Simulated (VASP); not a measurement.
Ag16Br13Cl3: single point with PBEsol

The system is Ag16Br13Cl3.

```
Br Cl Ag
1.0
    11.26836    0.00000    0.00000
     0.00000   11.26836    0.00000
     0.00000    0.00000   11.26836
Br Cl Ag
26 6 32
Direct
  0.25001 0.99874 0.99653
  0.25153 0.99809 0.50337
  0.25127 0.50118 0.99992
  0.25220 0.50192 0.49954
  0.74891 0.99905 0.50185
  0.74882 0.50015 0.00038
  0.74822 0.50153 0.49915
  0.99924 0.24808 0.99906
  0.00012 0.24880 0.50088
  0.99984 0.75202 0.99787
  0.00145 0.75137 0.50236
  0.50095 0.24899 0.99957
  0.50034 0.25016 0.50013
  0.50007 0.75151 0.99863
  0.99907 0.99951 0.24890
  0.00026 0.50036 0.24988
  0.00102 0.50089 0.74983
  0.50109 0.99907 0.24996
  0.49916 0.50280 0.74855
  0.25125 0.25047 0.24988
  0.25038 0.24836 0.74997
  0.25247 0.74955 0.25106
  0.74918 0.25024 0.24914
  0.75012 0.24699 0.75093
  0.74796 0.74993 0.24997
  0.74894 0.75358 0.75004
  0.74992 0.00015 0.99787
  0.49892 0.75050 0.50149
  0.00006 0.99893 0.75114
  0.49998 0.99793 0.75007
  0.50016 0.50124 0.25088
  0.25129 0.75195 0.74889
  0.99513 0.00006 0.99433
  0.99940 0.99950 0.50597
  0.99923 0.50015 0.99979
  0.00014 0.50078 0.49993
  0.50477 0.99963 0.99509
  0.50086 0.99562 0.50481
  0.50069 0.50098 0.00348
  0.50029 0.50516 0.49570
  0.25018 0.24932 0.99929
  0.25088 0.24988 0.50057
  0.25058 0.75050 0.99507
  0.25503 0.74997 0.50484
  0.75005 0.24522 0.00005
  0.74960 0.24966 0.50013
  0.74936 0.75502 0.99951
  0.74523 0.75088 0.50059
  0.25079 0.99928 0.24909
  0.25020 0.99535 0.75048
  0.25518 0.50063 0.24960
  0.25065 0.50506 0.74974
  0.74949 0.00011 0.24494
  0.74974 0.99973 0.75462
  0.74527 0.50012 0.24906
  0.74933 0.50109 0.75057
  0.00027 0.24987 0.25009
  0.00105 0.24390 0.74991
  0.00106 0.74996 0.25089
  0.00498 0.75555 0.74953
  0.50015 0.25401 0.25059
  0.49959 0.24542 0.74915
  0.49966 0.74623 0.25496
  0.49541 0.75531 0.74541
```

```json
{
 "Program": "VASP 6.6.1",
 "Task": "single point",
 "Functional": "PBEsol",
 "Potentials or basis": "VASP PAW PBE potentials, release 64 (Br, Cl, Ag)",
 "Cutoff": "500 eV",
 "k mesh": "1 × 1 × 1, shifted",
 "Occupations": "fermi-dirac, width 0.05 eV",
 "Spin": "no spin polarisation",
 "Dipole correction": "no",
 "Further INCAR settings": "LREAL = Auto; ALGO = Normal; EDIFF = 1e-06; NBANDS = 326; ISYM = -1"
}
```

```yaml
Pressure: -0.1 GPa
Largest_force: 0.012 eV/Å
Band_gap_on_the_k_mesh: 1.59 eV
```

Forces on the atoms (eV/Å):
```
Br   0.000  0.000  0.002
Br  -0.001 -0.001 -0.002
Br  -0.001 -0.001  0.001
Br  -0.002 -0.002  0.001
Br   0.002  0.001 -0.002
Br   0.001  0.000  0.001
Br   0.002 -0.002  0.001
Br   0.001  0.003  0.002
Br   0.000  0.001 -0.001
Br   0.001 -0.002  0.001
Br  -0.002 -0.002 -0.002
Br   0.000  0.000  0.002
Br   0.001  0.001  0.001
Br   0.000 -0.003  0.003
Br   0.001  0.002  0.002
Br   0.001  0.001  0.000
Br  -0.001  0.000  0.001
Br  -0.001  0.001  0.000
Br   0.000 -0.001  0.001
Br  -0.002  0.000  0.000
Br   0.000  0.000  0.000
Br  -0.003  0.000 -0.001
Br   0.000  0.000  0.000
Br  -0.001  0.002  0.000
Br   0.002  0.001  0.000
Br   0.001 -0.002  0.000
Cl   0.001  0.001  0.002
Cl   0.002 -0.003 -0.003
Cl   0.000  0.002 -0.002
Cl   0.000  0.001 -0.001
Cl  -0.002 -0.002  0.000
Cl  -0.001  0.001  0.001
Ag  -0.006  0.000  0.000
Ag  -0.002 -0.001  0.001
Ag  -0.012  0.002 -0.003
Ag   0.002  0.012 -0.001
Ag   0.002  0.000 -0.002
Ag   0.000 -0.003  0.003
Ag   0.001  0.000  0.001
Ag  -0.001  0.002 -0.002
Ag   0.002 -0.008 -0.008
Ag   0.008 -0.001  0.006
Ag   0.001  0.001  0.002
Ag   0.004  0.000  0.002
Ag  -0.002  0.003 -0.001
Ag  -0.006 -0.005  0.002
Ag  -0.001 -0.003 -0.001
Ag   0.002 -0.001  0.001
Ag   0.004 -0.005 -0.004
Ag   0.000  0.005  0.000
Ag  -0.002  0.001  0.000
Ag   0.001 -0.002  0.001
Ag  -0.001 -0.001  0.001
Ag   0.000  0.000 -0.004
Ag   0.002  0.000 -0.002
Ag  -0.003  0.006  0.003
Ag   0.003 -0.001  0.001
Ag   0.001 -0.001 -0.001
Ag   0.004  0.000  0.004
Ag   0.004  0.002  0.000
Ag   0.000 -0.004 -0.002
Ag  -0.001  0.003 -0.001
Ag   0.001 -0.002  0.002
Ag  -0.002  0.002 -0.001
```

Stress tensor (GPa, compression positive):
```
-0.05 -0.09 -0.10
-0.09 -0.07 -0.09
-0.10 -0.09 -0.06
```

Levels at points of the mesh, in eV from the valence-band top:
| k point | band 286 | band 287 | band 288 | band 289 | band 290 | band 291 |
| --- | --- | --- | --- | --- | --- | --- |
| (0.25, 0.25, 0.25) | -0.04 | -0.03 | 0.00 | 1.59 | 2.23 | 2.28 |

Wall time 23 min on 1 thread of AMD EPYC 7R43 64-Core Processor (Zen 3), on a shared host, peak memory 1.3 GiB.

Caveat: the PAW data sets were made with another functional, which shifts forces and pressure a little; a shifted mesh leaves out Γ, where band edges can lie. A k mesh can miss the band edges.
